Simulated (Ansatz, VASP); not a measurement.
One calculation of MgO, two programs

```
Mg O
1.0
     4.16071    0.00000    0.00000
     0.00000   -4.16071    0.00000
     0.00000    0.00000   -4.16071
Mg O
4 4
Direct
  0.00000 0.00000 0.02500
  0.50000 0.50000 0.00000
  0.50000 0.00000 0.50000
  0.00000 0.50000 0.50000
  0.50000 0.00000 0.00000
  0.00000 0.50000 0.00000
  0.00000 0.00000 0.50000
  0.50000 0.50000 0.50000
```

Alike in both runs: task single point; functional LDA; k mesh 6 × 6 × 6; occupations gaussian, width 0.05 eV; no spin polarisation.

|  | VASP | Ansatz |
| --- | --- | --- |
| version | VASP 6.6.1 | Ansatz 0.2.0 |
| potentials or method | VASP PAW LDA potentials, release 64 (Mg, O), cutoff 520 eV | scalar-relativistic, plane waves, PAW |
| valence electrons in the cell | 32 | 64 |

VASP gave:

```
gap on the k mesh at the Fermi level (eV)                     : 5.02
least direct gap on the mesh (eV)                             : 5.02
pressure (GPa)                                                : -1.5
traceless stress, the component that is largest in VASP (GPa) : 0.69
rms of the force components (eV/Å)                            : 0.268
```

Question: Estimate Ansatz's values.

Answer: gap on the k mesh at the Fermi level (eV): 5.03; least direct gap on the mesh (eV): 5.03; pressure (GPa): 0.3; traceless stress, the component that is largest in VASP (GPa): 0.67; rms of the force components (eV/Å): 0.261.

Ansatz warns that its potentials were made for another functional, while VASP's fit it. LDA's correlation is that of Perdew and Zunger in VASP and of Perdew and Wang (1992) in Ansatz. Atom by atom the forces differ by 0.007 eV/Å (rms over components). VASP's potentials hold 32 valence electrons a cell and Ansatz's 64, so a difference there can come from the potentials and not from the codes.
